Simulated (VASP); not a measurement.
Runs of VASP 6.6.1 on Be2Se. The structure is that of space group I4/mmm (No. 139), or close to it. The cells are those of the table. 

```csv
task,cell,k mesh,cutoff (eV),smearing,gap on the mesh (eV),pressure (GPa),relaxed volume (Å³/atom),largest force (eV/Å)
relaxation of cell and atoms,"relaxed from a = 4.517 Å, angles 116.8, 116.8, 95.6°, 3 atoms",8 × 8 × 8,600,gaussian 0.02 eV,0.76,0.0,22.99,-
relaxation of cell and atoms,"relaxed from a = 4.068 Å, angles 125.0, 125.0, 81.5°, 3 atoms",6 × 6 × 6,600,gaussian 0.1 eV,(a),0.0,22.56,0.02
single point,"a = 4.517 Å, angles 116.8, 116.8, 95.6°, 3 atoms",6 × 6 × 6,520,gaussian 0.1 eV,(b),0.1,-,0.02
single point,"a = 4.543 Å, angles 116.5, 116.5, 96.3°, 3 atoms",8 × 8 × 8,520,gaussian 0.02 eV,0.79,0.1,-,0.03
```

Alike in all rows: level PBE; potentials or basis VASP PAW PBE potentials, release 64 (Be, Se); no spin polarisation.

**Question.** Fill in the values left out.

**Answer.** (a) 0.65; (b) 0.68.

Caveats: the volume moved by over 15 % at a fixed basis, so the end points are rough (some runs).

A k mesh can miss the band edges, and the runs leave out spin-orbit coupling on Se.
